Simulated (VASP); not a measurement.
Write the native input for VASP 6.6.1 that does the following.

```
Task                   : single point
Functional             : PBEsol
Potentials or basis    : VASP PAW PBE potentials, release 64 (La)
Cutoff                 : 520 eV
k mesh                 : 13 × 13 × 7
Occupations            : fermi-dirac, width 0.08 eV
Spin                   : no spin polarisation
Dipole correction      : no
Further INCAR settings : ALGO = Normal; EDIFF = 1e-06; NBANDS = 18
```

The structure of La lies in POSCAR:

```
La
1.0
    1.8259941745     -3.1627146845      0.0000000000
    1.8259941745      3.1627146845      0.0000000000
    0.0000000000      0.0000000000      5.9912167452
La
2
Direct
    0.6666666670      0.3333333330      0.2500000000
    0.3333333330      0.6666666670      0.7500000000
```

One way to write it, as run:

INCAR

```
SYSTEM = La
ALGO = Normal
EDIFF = 1E-6
ENCUT = 520
GGA = PS
ISIF = 2
ISMEAR = -1
LASPH = .True.
LCHARG = .True.
LELF = .True.
LREAL = .False.
LVHAR = .True.
LWAVE = .False.
NBANDS = 18
NELM = 60
PREC = Accurate
SIGMA = 0.08
```

KPOINTS

```
k-points
0
Gamma
  13 13 7
  0 0 0
```

Potentials or basis: VASP PAW PBE potentials, release 64 (La).

The run is started by

```console
$ cat potpaw_PBE.64/La/POTCAR > POTCAR
$ mpirun -np 1 vasp_std > vasp.out
```

Results of the run:

```yaml
Pressure: 0.0 GPa
Band_gap_on_the_k_mesh: zero (bands 11 and 12 overlap by 1.44 eV)
```

Caveat: the PAW data sets were made with another functional, which shifts forces and pressure a little; spin-orbit coupling is left out, which moves the levels of the heavy elements.

Wall time 52 s on 1 thread of Intel(R) Xeon(R) 6975P-C (Granite Rapids), on a shared host, peak memory 0.26 GiB.
